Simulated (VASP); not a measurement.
# As (R-3m) in VASP: a series of runs

Runs on As. Level: PBE. Tasks: single point.

Everything below comes from runs of VASP 6.6.1. Logs are shortened: lines on timing, memory, paths and dates and some standing lists are left out, and cuts for length are marked.

### 1 The cell of the first run

Symmetry: R-3m, No. 166, trigonal system. Conventional cell: a = 3.762 Å, b = 3.762 Å, c = 10.542 Å, α = 90.00°, β = 90.00°, γ = 120.00°. Within 3.3 Å of As (site symmetry 3m) lie 6 As at 2.51 to 3.14 Å.

### 2 Single point, PBE

Contents of INCAR:

```
SYSTEM = As
PREC = Accurate
ENCUT = 520
EDIFF = 1E-7
ISMEAR = 0
SIGMA = 0.013000000000000001
LREAL = .FALSE.
LASPH = .TRUE.
NELM = 100
ALGO = Normal
ISIF = 2
LWAVE = .FALSE.
LCHARG = .TRUE.
GGA = PE
LELF = .TRUE.
LVHAR = .TRUE.
NBANDS = 12
```

Contents of KPOINTS:

```
Automatic mesh
0
G
  9 9 9
  0 0 0
```

Contents of POSCAR:

```
As
1.0
    1.8807968987      1.0858785957      3.5140619945
   -1.8807968987      1.0858785957      3.5140619945
    0.0000000000     -2.1717571915      3.5140619945
As
2
Direct
    0.2260000000      0.2260000000      0.2260000000
    0.7740000000      0.7740000000      0.7740000000
```

Potentials or basis: VASP PAW PBE potentials, release 64 (As).

Command:

```
$ cat potpaw_PBE.64/As/POTCAR > POTCAR
$ mpirun -np 1 vasp_std > vasp.out
```

OUTCAR:

```text
SYSTEM = As
   PREC = Accurate
   ENCUT = 520
   EDIFF = 1E-7
   ISMEAR = 0
   LREAL = .FALSE.
   LASPH = .TRUE.
   NELM = 100
   ISIF = 2
   GGA = PE

 ion  position               nearest neighbor table
   1  0.226  0.226  0.226-   2 2.51   2 2.51   2 2.51
   2  0.774  0.774  0.774-   1 2.51   1 2.51   1 2.51

  LATTYP: Found a trigonal (rhomboedric) cell.
 ALAT       =     4.1310000000
 COS(alpha) =     0.5854247172

  Lattice vectors:

 A1 = (   1.8807968987,   1.0858785957,   3.5140619945)
 A2 = (  -1.8807968987,   1.0858785957,   3.5140619945)
 A3 = (   0.0000000000,  -2.1717571915,   3.5140619945)

Analysis of symmetry for initial positions (statically):
=====================================================================
 Subroutine PRICEL returns:
 Original cell was already a primitive cell.

 Routine SETGRP: Setting up the symmetry group for a
 trigonal (rhombohedral) supercell.

 Subroutine GETGRP returns: Found 12 space group operations
 (whereof 12 operations were pure point group operations)
 out of a pool of 12 trial point group operations.

The static configuration has the point symmetry D_3d.

Analysis of symmetry for dynamics (positions and initial velocities):
=====================================================================
 Subroutine PRICEL returns:
 Original cell was already a primitive cell.

 Routine SETGRP: Setting up the symmetry group for a
 trigonal (rhombohedral) supercell.

 Subroutine GETGRP returns: Found 12 space group operations
 (whereof 12 operations were pure point group operations)
 out of a pool of 12 trial point group operations.

The dynamic configuration has the point symmetry D_3d.

 Subroutine INISYM returns: Found 12 space group operations
 (whereof 12 operations are pure point group operations),
 and found     1 'primitive' translations

----------------------------------------------------------------------------------------

                                     Primitive cell

  volume of cell :      43.0610

  direct lattice vectors                    reciprocal lattice vectors
     1.880796899  1.085878596  3.514061995     0.265844760  0.153485544  0.094856987
    -1.880796899  1.085878596  3.514061995    -0.265844760  0.153485544  0.094856987
     0.000000000 -2.171757191  3.514061995     0.000000000 -0.306971087  0.094856987

  length of vectors
     4.131000000  4.131000000  4.131000000     0.321292852  0.321292852  0.321292852

  position of ions in fractional coordinates (direct lattice)
     0.226000000  0.226000000  0.226000000
     0.774000000  0.774000000  0.774000000

  ion indices of the primitive-cell ions
   primitive index   ion index
                 1           1
                 2           2

----------------------------------------------------------------------------------------

 KPOINTS: Automatic mesh

Automatic generation of k-mesh.
 Grid dimensions read from file:
 generate k-points for:    9    9    9

 Generating k-lattice:

  Cartesian coordinates                     Fractional coordinates (reciprocal lattice)
     0.029538307  0.017053949  0.010539665     0.111111111  0.000000000 -0.000000000
    -0.029538307  0.017053949  0.010539665     0.000000000  0.111111111 -0.000000000
     0.000000000 -0.034107899  0.010539665    -0.000000000 -0.000000000  0.111111111

  Length of vectors
     0.035699206  0.035699206  0.035699206

  Shift w.r.t. Gamma in fractional coordinates (k-lattice)
     0.000000000  0.000000000  0.000000000

 Subroutine IBZKPT returns following result:
 ===========================================

 Found     85 irreducible k-points:

 Following reciprocal coordinates:
            Coordinates               Weight
  0.000000  0.000000  0.000000      1.000000
  0.111111 -0.000000 -0.000000      6.000000
  0.222222 -0.000000 -0.000000      6.000000
  0.333333 -0.000000 -0.000000      6.000000
  0.444444 -0.000000 -0.000000      6.000000
  0.111111  0.111111 -0.000000      6.000000
[... 16 lines left out ...]
 -0.333333  0.333333  0.000000      6.000000
  0.444444  0.444444 -0.000000      6.000000
 [... further k-points ...]
   k-points           NKPTS =     85   k-points in BZ     NKDIM =     85   number of bands    NBANDS=     12
   number of dos      NEDOS =    301   number of ions     NIONS =      2
   total plane-waves  NPLWV =  32768
   dimension x,y,z NGX =    32 NGY =   32 NGZ =   32
   dimension x,y,z NGXF=    64 NGYF=   64 NGZF=   64
   ions per type =               2
   NGX,Y,Z   is equivalent  to a cutoff of  12.88, 12.88, 12.88 a.u.
   NGXF,Y,Z  is equivalent  to a cutoff of  25.76, 25.76, 25.76 a.u.
 SYSTEM =  As
   PREC   = accura    normal or accurate (medium, high low for compatibility)
   ISTART =      0    job   : 0-new  1-cont  2-samecut
   ICHARG =      2    charge: 1-file 2-atom 10-const
   ISPIN  =      1    spin polarized calculation?
   LNONCOLLINEAR =      F non collinear calculations
   LSORBIT =      F    spin-orbit coupling
   LASPH  =      T    aspherical Exc in radial PAW
   ENCUT  =  520.0 eV  38.22 Ry    6.18 a.u.   7.68  7.68  7.68*2*pi/ulx,y,z
   NELM   =    100;   NELMIN=  2; NELMDL= -5     # of ELM steps
   EDIFF  = 0.1E-06   stopping-criterion for ELM
   LREAL  =      F    real-space projection
   EDIFFG = 0.1E-05   stopping-criterion for IOM
   NSW    =      0    number of steps for IOM
   IBRION =     -1    ionic relax: 0-MD 1-quasi-New 2-CG
   NFREE  =      0    steps in history (QN), initial steepest desc. (CG)
   ISIF   =      2    stress and relaxation
   ISYM   =      2    0-nonsym 1-usesym 2-fastsym
   POTIM  = 0.5000    time-step for ionic-motion
   TEBEG  =    0.0;   TEEND  =   0.0 temperature during run
   PSTRESS=    0.0 pullay stress
   NELECT =      10.0000    total number of electrons
   NUPDOWN=      -1.0000    fix difference up-down
   EMIN   =  10.00;   EMAX   =-10.00  energy-range for DOS
   EFERMI =   0.00;   METHOD = LEGACY
   ISMEAR =     0;   SIGMA  =   0.01  broadening in eV -4-tet -1-fermi 0-gaus
   EFERMI_NEDOS =   21; number of points for ismear=-14 and -15
   IALGO  =     38    algorithm
   IMIX   =      4    mixing-type and parameters
     AMIX     =   0.40;   BMIX     =  1.00
     AMIX_MAG =   1.60;   BMIX_MAG =  1.00
  volume/ion in A,a.u.               =      21.53       145.29
  Fermi-wavevector in a.u.,A,eV,Ry     =   1.006268  1.901570 13.776916  1.012575
  Thomas-Fermi vector in A             =   2.138999
   LORBIT       =      0    0 simple, 1 ext, 2 COOP (PROOUT), +10 PAW based schemes
   GGA     = PE    functional components
   LHFCALC =     F    Hartree Fock is set to
   AEXX    =    0.0000 exact exchange contribution
   IVDW    =     0    specifies the selected vdW correction
   LEPSILON=     F    determine dielectric tensor
   LRPA    =     F    only Hartree local field effects (RPA)
 non-spin polarized calculation
 Gauss-broadening in eV      SIGMA  =   0.01
  energy-cutoff  :      520.00
  volume of cell :       43.06
 maximum number of plane-waves:      1171
   NGX = 15   NGY = 15   NGZ = 15

 number of electron      10.0000000 magnetization

 Free energy of the ion-electron system (eV)
  ---------------------------------------------------
  ext. energy  EPLUGINS =         0.00000000
  ---------------------------------------------------
  free energy    TOTEN  =        -9.32184613 eV

  energy without entropy =       -9.32184612  energy(sigma->0) =       -9.32184612

 E-fermi :   5.4572     XC(G=0):  -9.9639

 val. band max:        5.4169389309   @ k =   0.3333   0.2222   0.2222
 cond. band min:       5.4975508006   @ k =   0.4444   0.3333   0.3333
 fundamental gap:      0.0806118697
 Fermi energy:         5.4572441767

 k-point     1 :       0.0000    0.0000    0.0000
  band No.  band energies     occupation
      1      -9.6069      2.00000
      2      -0.3213      2.00000
      3       2.9877      2.00000
      4       3.4193      2.00000
      5       3.4193      2.00000
      6       7.0467      0.00000
      7       8.3624      0.00000
      8       8.3624      0.00000
      9      12.3446      0.00000
     10      12.3446      0.00000
     11      12.8694      0.00000
     12      14.2436      0.00000

 k-point     2 :       0.1111   -0.0000   -0.0000
  band No.  band energies     occupation
      1      -9.4416      2.00000
      2      -0.8963      2.00000
      3       2.9837      2.00000
      4       3.2925      2.00000
      5       3.4097      2.00000
      6       7.3283      0.00000
      7       8.0735      0.00000
      8       8.2524      0.00000
      9      11.4105      0.00000
     10      12.1577      0.00000
     11      12.1967      0.00000
     12      15.2633      0.00000

 k-point     3 :       0.2222   -0.0000   -0.0000
  band No.  band energies     occupation
      1      -8.9508      2.00000
      2      -2.2536      2.00000
      3       2.7175      2.00000
      4       3.0129      2.00000
      5       3.8440      2.00000
      6       6.8606      0.00000
      7       7.6482      0.00000
      8       7.8142      0.00000
      9      11.3547      0.00000
     10      11.9775      0.00000
     11      12.8254      0.00000
     12      17.2280      0.00000
[... 286 lines left out ...]
 k-point    23 :      -0.3333    0.3333    0.0000
  band No.  band energies     occupation
      1      -5.9341      2.00000
      2      -5.7741      2.00000
      3      -0.5304      2.00000
      4       2.2412      2.00000
      5       2.2639      2.00000
      6       8.0597      0.00000
      7       8.1760      0.00000
      8      11.3282      0.00000
      9      11.9742      0.00000
     10      13.3308      0.00000
     11      15.5575      0.00000
     12      18.0464      0.00000

 k-point    24 :       0.4444    0.4444   -0.0000
  band No.  band energies     occupation
      1      -7.0233      2.00000
      2      -4.1157      2.00000
      3      -0.3656      2.00000
      4       1.3587      2.00000
      5       1.3753      2.00000
      6       6.9264      0.00000
      7      10.8574      0.00000
      8      12.2381      0.00000
      9      12.3330      0.00000
     10      15.9266      0.00000
     11      16.9117      0.00000
     12      18.2627      0.00000

 [... further k-points ...]
[... 5 lines left out ...]
  --------------------------------------------------------------------------------------
  -------------------------------------------------------------------------------------
  Total        1.1432021      1.1432021      0.9814818      0.0000000     -0.0000000      0.0000000
  in kB       42.5353235     42.5353235     36.5181698      0.0000000     -0.0000000      0.0000000
  external PRESSURE =      40.5296056 kB  Pullay stress =       0.0000000 kB

 VOLUME and BASIS-vectors are now :
 -----------------------------------------------------------------------------
  energy-cutoff  :      520.00
  volume of cell :       43.06
      direct lattice vectors                 reciprocal lattice vectors
     1.880796899  1.085878596  3.514061995     0.265844760  0.153485544  0.094856987
    -1.880796899  1.085878596  3.514061995    -0.265844760  0.153485544  0.094856987
     0.000000000 -2.171757191  3.514061995     0.000000000 -0.306971087  0.094856987

 POSITION                                       TOTAL-FORCE (eV/Angst)
 -----------------------------------------------------------------------------------
      0.00000     -0.00000      2.38253         0.000000     -0.000000      0.491389
      0.00000     -0.00000      8.15965         0.000000      0.000000     -0.491389
 -----------------------------------------------------------------------------------
    total drift:                               -0.000000     -0.000000      0.000000

  FREE ENERGIE OF THE ION-ELECTRON SYSTEM (eV)
  ---------------------------------------------------
  free  energy   TOTEN  =        -9.3218461289 eV

  energy  without entropy=       -9.3218461208  energy(sigma->0) =       -9.32184612
```

Wall time 14 s (1 thread of Intel Xeon 6975P-C (Granite Rapids), shared host); peak memory 0.18 GiB.

Results:

```
Free energy            : -9.3218 eV
Pressure               : 4.1 GPa
Largest force          : 0.491 eV/Å
Band gap on the k mesh : zero (band 5 reaches 5.50 eV, above the bottom of band 6 at 5.39 eV)
```

Forces on the atoms (eV/Å):
```
As   0.000  0.000  0.491
As   0.000  0.000 -0.491
```

Levels at points of the mesh, in eV from the Fermi level:
```
           k point  band 2  band 3  band 4  band 5  band 6  band 7  band 8  band 9
(0.00, 0.00, 0.00)   -5.78   -2.47   -2.04   -2.04    1.59    2.91    2.91    6.89
```

### 3 Single point, PBE

Contents of INCAR:

```
SYSTEM = As
PREC = Accurate
ENCUT = 520
EDIFF = 1E-6
ISMEAR = 0
SIGMA = 0.016
LREAL = .FALSE.
LASPH = .TRUE.
NELM = 100
ALGO = Normal
ISIF = 2
LWAVE = .FALSE.
LCHARG = .FALSE.
GGA = PE
NBANDS = 12
```

KPOINTS is that of step 2.

POSCAR is that of step 2.

Potentials or basis: VASP PAW PBE potentials, release 64 (As).

Command:

```
$ cat potpaw_PBE.64/As/POTCAR > POTCAR
$ mpirun -np 1 vasp_std > vasp.out
```

OUTCAR:

```text
SYSTEM = As
   PREC = Accurate
   ENCUT = 520
   EDIFF = 1E-6
   ISMEAR = 0
   LREAL = .FALSE.
   LASPH = .TRUE.
   NELM = 100
   ISIF = 2
   GGA = PE

 ion  position               nearest neighbor table
   1  0.226  0.226  0.226-   2 2.51   2 2.51   2 2.51
   2  0.774  0.774  0.774-   1 2.51   1 2.51   1 2.51

  LATTYP: Found a trigonal (rhomboedric) cell.
 ALAT       =     4.1310000000
 COS(alpha) =     0.5854247172

  Lattice vectors:

 A1 = (   1.8807968987,   1.0858785957,   3.5140619945)
 A2 = (  -1.8807968987,   1.0858785957,   3.5140619945)
 A3 = (   0.0000000000,  -2.1717571915,   3.5140619945)
[... 537 lines left out ...]
      9      12.3326      0.00000
     10      15.9264      0.00000
     11      16.9109      0.00000
     12      18.2620      0.00000

 [... further k-points ...]
[... 5 lines left out ...]
  --------------------------------------------------------------------------------------
  -------------------------------------------------------------------------------------
  Total        1.1461421      1.1461421      0.9850964      0.0000000     -0.0000000      0.0000000
  in kB       42.6447141     42.6447141     36.6526578      0.0000000     -0.0000000      0.0000000
  external PRESSURE =      40.6473620 kB  Pullay stress =       0.0000000 kB

 VOLUME and BASIS-vectors are now :
 -----------------------------------------------------------------------------
  energy-cutoff  :      520.00
  volume of cell :       43.06
      direct lattice vectors                 reciprocal lattice vectors
     1.880796899  1.085878596  3.514061995     0.265844760  0.153485544  0.094856987
    -1.880796899  1.085878596  3.514061995    -0.265844760  0.153485544  0.094856987
     0.000000000 -2.171757191  3.514061995     0.000000000 -0.306971087  0.094856987

 POSITION                                       TOTAL-FORCE (eV/Angst)
 -----------------------------------------------------------------------------------
      0.00000     -0.00000      2.38253         0.000000     -0.000000      0.491443
      0.00000     -0.00000      8.15965         0.000000      0.000000     -0.491443
 -----------------------------------------------------------------------------------
    total drift:                                0.000000     -0.000000      0.000000

  FREE ENERGIE OF THE ION-ELECTRON SYSTEM (eV)
  ---------------------------------------------------
  free  energy   TOTEN  =        -9.3218459382 eV

  energy  without entropy=       -9.3218456777  energy(sigma->0) =       -9.32184581
```

Wall time 12 s (1 thread of Intel Xeon 6975P-C (Granite Rapids), shared host); peak memory 0.19 GiB.

What came out:

| Quantity | Value |
| --- | --- |
| Free energy | -9.3218 eV |
| Pressure | 4.1 GPa |
| Largest force | 0.491 eV/Å |
| Band gap on the k mesh | zero (band 5 reaches 5.50 eV, above the bottom of band 6 at 5.39 eV) |

Forces in eV/Å, atoms in the order of the input:
```
As   0.000  0.000  0.491
As   0.000  0.000 -0.491
```

Levels at points of the mesh, in eV from the Fermi level:
```tsv
k point	band 1	band 2	band 3	band 4	band 5	band 6	band 7	band 8	band 9	band 10
(0.00, 0.00, 0.00)	-15.06	-5.78	-2.47	-2.04	-2.04	1.59	2.91	2.91	6.89	6.89
```

### 4 Single point, PBE

Contents of INCAR:

```
SYSTEM = As
PREC = Accurate
ENCUT = 520
EDIFF = 1E-6
ISMEAR = 0
SIGMA = 0.017
LREAL = .FALSE.
LASPH = .TRUE.
NELM = 60
ALGO = Normal
ISIF = 2
LWAVE = .FALSE.
LCHARG = .TRUE.
GGA = PE
LELF = .TRUE.
LVHAR = .TRUE.
NBANDS = 12
```

Contents of KPOINTS:

```
regular mesh
0
G
  9 9 9
  0 0 0
```

POSCAR is that of step 3.

Command:

```
$ cat potpaw_PBE.64/As/POTCAR > POTCAR
$ mpirun -np 1 vasp_std > vasp.out
```

Wall time 12 s (1 thread of Intel Xeon 6975P-C (Granite Rapids), shared host); peak memory 0.18 GiB.

The run converged. Its results:

```yaml
Free_energy: -9.3218 eV
Pressure: 4.1 GPa
Largest_force: 0.491 eV/Å
Band_gap_on_the_k_mesh: zero (band 5 reaches 5.50 eV, above the bottom of band 6 at 5.39 eV)
```

Forces on the atoms (eV/Å):
```
As   0.000  0.000  0.491
As   0.000  0.000 -0.491
```

Stress tensor (GPa, compression positive):
```
4.26 0.00 0.00
0.00 4.26 0.00
0.00 0.00 3.67
```

Levels at points of the mesh, in eV from the Fermi level:
```csv
k point,band 1,band 2,band 3,band 4,band 5,band 6,band 7,band 8,band 9,band 10
"(0.00, 0.00, 0.00)",-15.06,-5.78,-2.47,-2.04,-2.04,1.59,2.91,2.91,6.89,6.89
```

### 5 Single point, PBE

Contents of INCAR:

```
PREC     = Accurate       # precision mode
ENCUT    = 520            # plane-wave cutoff, eV
EDIFF    = 1E-7           # SCF threshold, eV
ISMEAR   = 0              # smearing method
SIGMA    = 0.018000000000000002 # smearing width, eV
LREAL    = False          # projectors in reciprocal space
LASPH    = True           # aspherical terms in the spheres
NELM     = 60             # most SCF steps
ALGO     = Normal         # electronic algorithm
ISIF     = 2              # what is computed and relaxed
LWAVE    = False          # write WAVECAR
LCHARG   = False          # write CHGCAR
GGA      = PE             # functional
NBANDS   = 12             # bands
```

Contents of KPOINTS:

```
regular mesh
0
Gamma
  9 9 9
```

POSCAR is that of step 4.

Command:

```
$ cat potpaw_PBE.64/As/POTCAR > POTCAR
$ mpirun -np 1 vasp_std > vasp.out
```

Wall time 13 s (1 thread of Intel Xeon 6975P-C (Granite Rapids), shared host); peak memory 0.18 GiB.

Results (log left out):

```
Free energy            : -9.3218 eV
Pressure               : 4.1 GPa
Largest force          : 0.491 eV/Å
Band gap on the k mesh : zero (band 5 reaches 5.50 eV, above the bottom of band 6 at 5.39 eV)
```

Forces in eV/Å, atoms in the order of the input:
```
As   0.000  0.000  0.491
As   0.000  0.000 -0.491
```

Stress tensor (GPa, compression positive):
```
4.25 0.00 0.00
0.00 4.25 0.00
0.00 0.00 3.65
```

Levels at points of the mesh, in eV from the Fermi level:
| k point | band 2 | band 3 | band 4 | band 5 | band 6 | band 7 | band 8 | band 9 |
| --- | --- | --- | --- | --- | --- | --- | --- | --- |
| (0.00, 0.00, 0.00) | -5.78 | -2.47 | -2.04 | -2.04 | 1.59 | 2.91 | 2.91 | 6.89 |

### 6 Summary

```csv
smearing,gap on the mesh (eV),pressure (GPa),largest force (eV/Å)
gaussian 0.013 eV,none,4.1,0.49
gaussian 0.016 eV,none,4.1,0.49
gaussian 0.017 eV,none,4.1,0.49
gaussian 0.018 eV,none,4.1,0.49
```

Alike in all rows: task single point; level PBE; potentials or basis VASP PAW PBE potentials, release 64 (As); no spin polarisation; cell as given; k mesh 9 × 9 × 9; cutoff (eV) 520.

Every run on the cell as given and a fine mesh finds a metal.

Total energies depend on the potentials used, so only differences within one code and one set of settings carry meaning.
